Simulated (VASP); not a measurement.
# BN in VASP: a series of runs

The runs below take BN through single point, with r2SCAN, PBE.

Everything below comes from runs of VASP 6.6.1. Logs are shortened: lines on timing, memory, paths and dates and some standing lists are left out, and cuts for length are marked.

## 1. The cell of the first run

The structure is hexagonal, space group P6_3/mmc (No. 194). The conventional cell has a = 2.491 Å, b = 2.491 Å, c = 3.978 Å, α = 90.00°, β = 90.00°, γ = 120.00°. Within 2.3 Å of B (site symmetry -3m) lie 6 N at 1.75 Å and 2 B at 1.99 Å. N (site symmetry -6m2) has 6 B at 1.75 Å within 2.3 Å.

## 2. Single point, r2SCAN (uniaxial z strain -0.6%)

Input file POSCAR:

```
BN
1.0
    2.4913353474      0.0000000000      0.0000000000
   -1.2456676737      2.1575597002      0.0000000000
    0.0000000000      0.0000000000      3.9778530391
B N
2 2
Direct
    0.0000000000      0.0000000000      0.0000000000
    0.0000000000      0.0000000000      0.5000000000
    0.3333333333      0.6666666667      0.2500000000
    0.6666666667      0.3333333333      0.7500000000
```

Input file INCAR.step1:

```
SYSTEM = BN
  PREC = Accurate
  ENCUT = 520
  ISMEAR = 0
  SIGMA = 0.01
  LREAL = .FALSE.
  LASPH = .TRUE.
  NELM = 80
  NBANDS = 16
  GGA = PE
  ALGO = Normal
  EDIFF = 1E-4
  LWAVE = .TRUE.
  LCHARG = .FALSE.
```

Input file INCAR.step2:

```
SYSTEM = BN
  PREC = Accurate
  ENCUT = 520
  EDIFF = 1E-6
  ISMEAR = 0
  SIGMA = 0.01
  LREAL = .FALSE.
  LASPH = .TRUE.
  NELM = 80
  ALGO = Normal
  ISIF = 2
  LWAVE = .FALSE.
  LCHARG = .TRUE.
  METAGGA = R2SCAN
  LMIXTAU = .TRUE.
  LELF = .TRUE.
  LVHAR = .TRUE.
  NBANDS = 16
  ISTART = 1
```

Input file KPOINTS:

```
Automatic mesh
0
G
  12 12 6
  0 0 0
```

Potentials or basis: VASP PAW PBE potentials, release 64 (B, N).

Run with:

```bash
cat potpaw_PBE.64/B/POTCAR potpaw_PBE.64/N/POTCAR > POTCAR
cp INCAR.step1 INCAR
mpirun -np 1 vasp_std > vasp.out
cp INCAR.step2 INCAR
mpirun -np 1 vasp_std > vasp.out
```

OUTCAR:

```text
SYSTEM = BN
   PREC = Accurate
   ENCUT = 520
   EDIFF = 1E-6
   ISMEAR = 0
   LREAL = .FALSE.
   LASPH = .TRUE.
   NELM = 80
   ISIF = 2
   METAGGA = R2SCAN
   ISTART = 1

 ion  position               nearest neighbor table
   1  0.000  0.000  0.000-   3 1.75   4 1.75   4 1.75   3 1.75   4 1.75   3 1.75   2 1.99   2 1.99

   2  0.000  0.000  0.500-   3 1.75   4 1.75   4 1.75   3 1.75   4 1.75   3 1.75   1 1.99   1 1.99

   3  0.333  0.667  0.250-   1 1.75   2 1.75   1 1.75   2 1.75   1 1.75   2 1.75
   4  0.667  0.333  0.750-   1 1.75   2 1.75   1 1.75   2 1.75   1 1.75   2 1.75

  LATTYP: Found a hexagonal cell.
 ALAT       =     2.4913353474
 C/A-ratio  =     1.5966750696

  Lattice vectors:

 A1 = (   2.4913353474,   0.0000000000,   0.0000000000)
 A2 = (  -1.2456676737,   2.1575597002,   0.0000000000)
 A3 = (   0.0000000000,   0.0000000000,   3.9778530391)

Analysis of symmetry for initial positions (statically):
=====================================================================
 Subroutine PRICEL returns:
 Original cell was already a primitive cell.

 Routine SETGRP: Setting up the symmetry group for a
 hexagonal supercell.

 Subroutine GETGRP returns: Found 24 space group operations
 (whereof 12 operations were pure point group operations)
 out of a pool of 24 trial point group operations.

The static configuration has the point symmetry D_3d.
 The point group associated with its full space group is D_6h.

Analysis of symmetry for dynamics (positions and initial velocities):
=====================================================================
 Subroutine PRICEL returns:
 Original cell was already a primitive cell.

 Routine SETGRP: Setting up the symmetry group for a
 hexagonal supercell.

 Subroutine GETGRP returns: Found 24 space group operations
 (whereof 12 operations were pure point group operations)
 out of a pool of 24 trial point group operations.

The dynamic configuration has the point symmetry D_3d.
 The point group associated with its full space group is D_6h.

 Subroutine INISYM returns: Found 24 space group operations
 (whereof 12 operations are pure point group operations),
 and found     1 'primitive' translations

----------------------------------------------------------------------------------------

                                     Primitive cell

  volume of cell :      21.3818

  direct lattice vectors                    reciprocal lattice vectors
     2.491335347  0.000000000  0.000000000     0.401391166  0.231743298  0.000000000
    -1.245667674  2.157559700  0.000000000     0.000000000  0.463486595  0.000000000
     0.000000000  0.000000000  3.977853039     0.000000000  0.000000000  0.251391892

  length of vectors
     2.491335347  2.491335347  3.977853039     0.463486595  0.463486595  0.251391892

  position of ions in fractional coordinates (direct lattice)
     0.000000000  0.000000000  0.000000000
     0.000000000  0.000000000  0.500000000
     0.333333333  0.666666667  0.250000000
     0.666666667  0.333333333  0.750000000

  ion indices of the primitive-cell ions
   primitive index   ion index
                 1           1
                 2           2
                 3           3
                 4           4

----------------------------------------------------------------------------------------

 KPOINTS: Automatic mesh

Automatic generation of k-mesh.
 Grid dimensions read from file:
 generate k-points for:   12   12    6

 Generating k-lattice:

  Cartesian coordinates                     Fractional coordinates (reciprocal lattice)
     0.033449264  0.019311941  0.000000000     0.083333333  0.000000000  0.000000000
     0.000000000  0.038623883  0.000000000     0.000000000  0.083333333  0.000000000
     0.000000000  0.000000000  0.041898649     0.000000000  0.000000000  0.166666667

  Length of vectors
     0.038623883  0.038623883  0.041898649

  Shift w.r.t. Gamma in fractional coordinates (k-lattice)
     0.000000000  0.000000000  0.000000000

 Subroutine IBZKPT returns following result:
 ===========================================

 Found     76 irreducible k-points:

 Following reciprocal coordinates:
            Coordinates               Weight
  0.000000  0.000000  0.000000      1.000000
  0.083333  0.000000  0.000000      6.000000
  0.166667  0.000000  0.000000      6.000000
  0.250000  0.000000  0.000000      6.000000
  0.333333  0.000000  0.000000      6.000000
  0.416667  0.000000  0.000000      6.000000
[... 16 lines left out ...]
  0.250000  0.000000  0.166667     12.000000
  0.333333  0.000000  0.166667     12.000000
 [... further k-points ...]
   k-points           NKPTS =     76   k-points in BZ     NKDIM =     76   number of bands    NBANDS=     16
   number of dos      NEDOS =    301   number of ions     NIONS =      4
   total plane-waves  NPLWV =  12000
   dimension x,y,z NGX =    20 NGY =   20 NGZ =   30
   dimension x,y,z NGXF=    40 NGYF=   40 NGZF=   60
   ions per type =               2   2
   NGX,Y,Z   is equivalent  to a cutoff of  13.35, 13.35, 12.54 a.u.
   NGXF,Y,Z  is equivalent  to a cutoff of  26.69, 26.69, 25.08 a.u.
 SYSTEM =  BN
   PREC   = accura    normal or accurate (medium, high low for compatibility)
   ISTART =      1    job   : 0-new  1-cont  2-samecut
   ICHARG =      0    charge: 1-file 2-atom 10-const
   ISPIN  =      1    spin polarized calculation?
   LNONCOLLINEAR =      F non collinear calculations
   LSORBIT =      F    spin-orbit coupling
   LASPH  =      T    aspherical Exc in radial PAW
   ENCUT  =  520.0 eV  38.22 Ry    6.18 a.u.   4.63  4.63  7.40*2*pi/ulx,y,z
   NELM   =     80;   NELMIN=  2; NELMDL=  0     # of ELM steps
   EDIFF  = 0.1E-05   stopping-criterion for ELM
   LREAL  =      F    real-space projection
   EDIFFG = 0.1E-04   stopping-criterion for IOM
   NSW    =      0    number of steps for IOM
   IBRION =     -1    ionic relax: 0-MD 1-quasi-New 2-CG
   NFREE  =      0    steps in history (QN), initial steepest desc. (CG)
   ISIF   =      2    stress and relaxation
   ISYM   =      2    0-nonsym 1-usesym 2-fastsym
   POTIM  = 0.5000    time-step for ionic-motion
   TEBEG  =    0.0;   TEEND  =   0.0 temperature during run
   PSTRESS=    0.0 pullay stress
   NELECT =      16.0000    total number of electrons
   NUPDOWN=      -1.0000    fix difference up-down
   EMIN   =  10.00;   EMAX   =-10.00  energy-range for DOS
   EFERMI =   0.00;   METHOD = LEGACY
   ISMEAR =     0;   SIGMA  =   0.01  broadening in eV -4-tet -1-fermi 0-gaus
   EFERMI_NEDOS =   21; number of points for ismear=-14 and -15
   IALGO  =     38    algorithm
   IMIX   =      4    mixing-type and parameters
     AMIX     =   0.40;   BMIX     =  1.00
     AMIX_MAG =   1.60;   BMIX_MAG =  1.00
  volume/ion in A,a.u.               =       5.35        36.07
  Fermi-wavevector in a.u.,A,eV,Ry     =   1.486279  2.808659 30.055600  2.209024
  Thomas-Fermi vector in A             =   2.599585
   LORBIT       =      0    0 simple, 1 ext, 2 COOP (PROOUT), +10 PAW based schemes
   METAGGA = R2SCAN    functional components
   LHFCALC =     F    Hartree Fock is set to
   AEXX    =    0.0000 exact exchange contribution
   IVDW    =     0    specifies the selected vdW correction
   LEPSILON=     F    determine dielectric tensor
   LRPA    =     F    only Hartree local field effects (RPA)
 non-spin polarized calculation
 Gauss-broadening in eV      SIGMA  =   0.01
  energy-cutoff  :      520.00
  volume of cell :       21.38
 maximum number of plane-waves:       590
 NGX is ok and might be reduce to    20
   NGX =  9   NGY =  9   NGZ = 15

 number of electron      15.9999997 magnetization

 Free energy of the ion-electron system (eV)
  ---------------------------------------------------
  ext. energy  EPLUGINS =         0.00000000
  ---------------------------------------------------
  free energy    TOTEN  =       -30.83422956 eV

  energy without entropy =      -30.83422956  energy(sigma->0) =      -30.83422956

 E-fermi :  10.1941     XC(G=0): -14.6543

 val. band max:       10.0944661713   @ k =   0.1667   0.0000   0.0000
 cond. band min:      12.0201647843   @ k =   0.3333   0.3333   0.0000
 fundamental gap:      1.9256986130
 Fermi energy:        10.1941122631

 k-point     1 :       0.0000    0.0000    0.0000
  band No.  band energies     occupation
      1     -13.4321      2.00000
      2      -8.0579      2.00000
      3      -2.5840      2.00000
      4       8.6073      2.00000
      5       8.6073      2.00000
      6       9.3479      2.00000
[... 8 lines left out ...]
     15      26.4377      0.00000
     16      26.5469      0.00000

 k-point     2 :       0.0833    0.0000    0.0000
  band No.  band energies     occupation
      1     -13.2532      2.00000
      2      -7.8943      2.00000
      3      -2.4251      2.00000
      4       7.1949      2.00000
      5       7.8010      2.00000
      6       9.0426      2.00000
[... 8 lines left out ...]
     15      25.8987      0.00000
     16      26.5926      0.00000

 k-point     3 :       0.1667    0.0000    0.0000
  band No.  band energies     occupation
      1     -12.7198      2.00000
      2      -7.4173      2.00000
      3      -1.9527      2.00000
      4       4.6593      2.00000
      5       6.6515      2.00000
      6       7.6244      2.00000
[... 8 lines left out ...]
     15      24.9235      0.00000
     16      26.0380      0.00000

 k-point     4 :       0.2500    0.0000    0.0000
  band No.  band energies     occupation
      1     -11.8434      2.00000
      2      -6.6867      2.00000
      3      -1.1844      2.00000
      4       1.9930      2.00000
      5       5.6067      2.00000
      6       5.6241      2.00000
[... 8 lines left out ...]
     15      23.9352      0.00000
     16      26.1183      0.00000

 k-point     5 :       0.3333    0.0000    0.0000
  band No.  band energies     occupation
      1     -10.6539      2.00000
      2      -5.9171      2.00000
      3      -0.2802      2.00000
      4      -0.1697      2.00000
      5       3.4491      2.00000
      6       4.7985      2.00000
[... 8 lines left out ...]
     15      24.2581      0.00000
     16      27.0409      0.00000

 k-point     6 :       0.4167    0.0000    0.0000
  band No.  band energies     occupation
      1      -9.2455      2.00000
      2      -5.8345      2.00000
      3      -1.2701      2.00000
      4       0.9301      2.00000
      5       1.3521      2.00000
      6       4.2932      2.00000
[... 8 lines left out ...]
     15      25.4036      0.00000
     16      27.3678      0.00000
[... 267 lines left out ...]
 k-point    21 :       0.0833    0.0000    0.1667
  band No.  band energies     occupation
      1     -13.0468      2.00000
      2      -8.6862      2.00000
      3      -1.2911      2.00000
      4       7.3206      2.00000
      5       7.9313      2.00000
      6       8.8515      2.00000
[... 8 lines left out ...]
     15      24.4900      0.00000
     16      26.2528      0.00000

 k-point    22 :       0.1667    0.0000    0.1667
  band No.  band energies     occupation
      1     -12.5143      2.00000
      2      -8.1929      2.00000
      3      -0.8590      2.00000
      4       4.8328      2.00000
      5       6.8262      2.00000
      6       7.2890      2.00000
[... 8 lines left out ...]
     15      23.6447      0.00000
     16      26.2879      0.00000

 k-point    23 :       0.2500    0.0000    0.1667
  band No.  band energies     occupation
      1     -11.6400      2.00000
      2      -7.4171      2.00000
      3      -0.2525      2.00000
      4       2.2718      2.00000
      5       5.1555      2.00000
      6       5.8049      2.00000
[... 8 lines left out ...]
     15      22.8111      0.00000
     16      26.4518      0.00000

 k-point    24 :       0.3333    0.0000    0.1667
  band No.  band energies     occupation
      1     -10.4548      2.00000
      2      -6.5072      2.00000
      3      -0.6923      2.00000
      4       1.2025      2.00000
      5       2.9741      2.00000
      6       5.0097      2.00000
[... 8 lines left out ...]
     15      23.9385      0.00000
     16      26.7182      0.00000

 [... further k-points ...]

------------------------ aborting loop because EDIFF is reached ----------------------------------------

  FORCE on cell =-STRESS in cart. coord.  units (eV):
  Direction    XX          YY          ZZ          XY          YZ          ZX
  --------------------------------------------------------------------------------------
  -------------------------------------------------------------------------------------
  Total        0.0857358      0.0857358      0.9607448      0.0000000      0.0000000     -0.0000000
  in kB        6.4243446      6.4243446     71.9904517      0.0000000      0.0000000     -0.0000000
  external PRESSURE =      28.2797136 kB  Pullay stress =       0.0000000 kB

 VOLUME and BASIS-vectors are now :
 -----------------------------------------------------------------------------
  energy-cutoff  :      520.00
  volume of cell :       21.38
      direct lattice vectors                 reciprocal lattice vectors
     2.491335347  0.000000000  0.000000000     0.401391166  0.231743298  0.000000000
    -1.245667674  2.157559700  0.000000000     0.000000000  0.463486595  0.000000000
     0.000000000  0.000000000  3.977853039     0.000000000  0.000000000  0.251391892

 POSITION                                       TOTAL-FORCE (eV/Angst)
 -----------------------------------------------------------------------------------
      0.00000      0.00000      0.00000        -0.000000      0.000000      0.000000
      0.00000      0.00000      1.98893        -0.000000      0.000000      0.000000
     -0.00000      1.43837      0.99446        -0.000000      0.000000      0.000000
      1.24567      0.71919      2.98339         0.000000     -0.000000     -0.000000
 -----------------------------------------------------------------------------------
    total drift:                                0.000000     -0.000000      0.000000

  FREE ENERGIE OF THE ION-ELECTRON SYSTEM (eV)
  ---------------------------------------------------
  free  energy   TOTEN  =       -30.8342295556 eV

  energy  without entropy=      -30.8342295556  energy(sigma->0) =      -30.83422956
```

Run time: 47 s. Hardware: 1 thread of Intel Xeon 6975P-C (Granite Rapids), shared host; peak memory 0.14 GiB.

Results:

```
Free energy            : -30.8342 eV
Pressure               : 2.8 GPa
Band gap on the k mesh : 1.93 eV, indirect (least direct gap 5.72 eV)
```

Stress tensor (GPa, compression positive):
```
0.64 0.00 0.00
0.00 0.64 0.00
0.00 0.00 7.20
```

Levels at points of the mesh, in eV from the valence-band top:
```tsv
k point	band 4	band 5	band 6	band 7	band 8	band 9	band 10	band 11	band 12	band 13
(0.00, 0.00, 0.00)	-1.49	-1.49	-0.75	-0.75	-0.02	6.30	8.74	9.28	9.28	9.47
(0.50, 0.00, 0.00)	-10.49	-8.56	-5.97	-4.46	-0.60	6.08	6.12	6.53	7.03	11.79
(0.00, 0.00, 0.50)	-6.19	-0.99	-0.99	-0.99	-0.99	7.62	7.62	8.55	8.55	8.55
(0.50, 0.00, 0.50)	-12.74	-4.06	-4.06	-3.38	-3.38	5.44	5.44	8.28	8.28	11.64
```

Caveat: the cell differs from its parent crystal (uniaxial z strain -0.6%); the PAW data sets were made with another functional, which shifts forces and pressure a little.

[end of part 1 of 2]
